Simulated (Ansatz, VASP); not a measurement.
# One calculation of C, two programs

File INCAR:

```
SYSTEM = C
ALGO = Normal ; EDIFF = 1E-6
ENCUT = 520 ; ISIF = 2
ISMEAR = 0 ; LASPH = .TRUE.
LCHARG = .FALSE. ; LREAL = .FALSE.
LWAVE = .FALSE. ; NBANDS = 36
NELM = 80 ; PREC = Accurate
SIGMA = 0.05
```

The input KPOINTS:

```
k-points
0
G
  12 12 2
  0 0 0
```

File POSCAR:

```
C
1.0
    2.3758000000      0.0000000000      0.0000000000
   -1.1879000000      2.0575031543      0.0000000000
    0.0000000000      0.0000000000     11.8821000000
C
12
Direct
    0.0000000000      0.0000000000      0.1868599868
    0.0000000000      0.0000000000      0.6868599868
    0.0000000000      0.0000000000      0.3131400132
    0.0000000000      0.0000000000      0.8131400132
    0.3333333333      0.6666666667      0.5207718743
    0.6666666667      0.3333333333      0.0207718743
    0.3333333333      0.6666666667      0.9792281257
    0.6666666667      0.3333333333      0.4792281257
    0.3333333333      0.6666666667      0.6450609412
    0.6666666667      0.3333333333      0.1450609412
    0.3333333333      0.6666666667      0.8549390588
    0.6666666667      0.3333333333      0.3549390588
```

Input for Ansatz:

```yaml
crystal:
  lattice:
    - [2.3758, 0.0, 0.0]
    - [-1.1879, 2.0575031543, 0.0]
    - [0.0, 0.0, 11.8821]
  atoms:
    - { symbol: C, position: [0.0, 0.0, 0.1868599868] }
    - { symbol: C, position: [0.0, 0.0, 0.6868599868] }
    - { symbol: C, position: [0.0, 0.0, 0.3131400132] }
    - { symbol: C, position: [0.0, 0.0, 0.8131400132] }
    - { symbol: C, position: [0.3333333333, 0.6666666667, 0.5207718743] }
    - { symbol: C, position: [0.6666666667, 0.3333333333, 0.0207718743] }
    - { symbol: C, position: [0.3333333333, 0.6666666667, 0.9792281257] }
    - { symbol: C, position: [0.6666666667, 0.3333333333, 0.4792281257] }
    - { symbol: C, position: [0.3333333333, 0.6666666667, 0.6450609412] }
    - { symbol: C, position: [0.6666666667, 0.3333333333, 0.1450609412] }
    - { symbol: C, position: [0.3333333333, 0.6666666667, 0.8549390588] }
    - { symbol: C, position: [0.6666666667, 0.3333333333, 0.3549390588] }
basis:
  ecutwfc: 520.0
kpoints:
  mp_grid: { grid: [12, 12, 2] }
hamiltonian:
  xc: lda
  pseudopotentials: { kind: paw, azcp: { folder: soft_1 } }
scf:
  occupations: { method: gaussian, width: 0.05 }
output:
  forces: true
  stress: true
  eigenvalues: true
```

Alike in both runs: task single point; functional LDA; k mesh 12 × 12 × 2; occupations gaussian, width 0.05 eV; no spin polarisation.

```csv
,VASP,Ansatz
version,VASP 6.6.1,Ansatz 0.2.0
potentials or method,"VASP PAW LDA potentials, release 64 (C), cutoff 520 eV","scalar-relativistic, plane waves, PAW"
valence electrons in the cell,48,48
```

VASP gave:

| Item | Value |
| --- | --- |
| gap on the k mesh at the Fermi level (eV) | 4.94 |
| least direct gap on the mesh (eV) | 5.52 |
| rms of the force components (eV/Å) | 0.138 |

What did Ansatz give for the same quantities?

gap on the k mesh at the Fermi level (eV): 4.95; least direct gap on the mesh (eV): 5.52; rms of the force components (eV/Å): 0.135.

Ansatz warns that its potentials were made for another functional, while VASP's fit it. LDA's correlation is that of Perdew and Zunger in VASP and of Perdew and Wang (1992) in Ansatz. Atom by atom the forces differ by 0.003 eV/Å (rms over components).
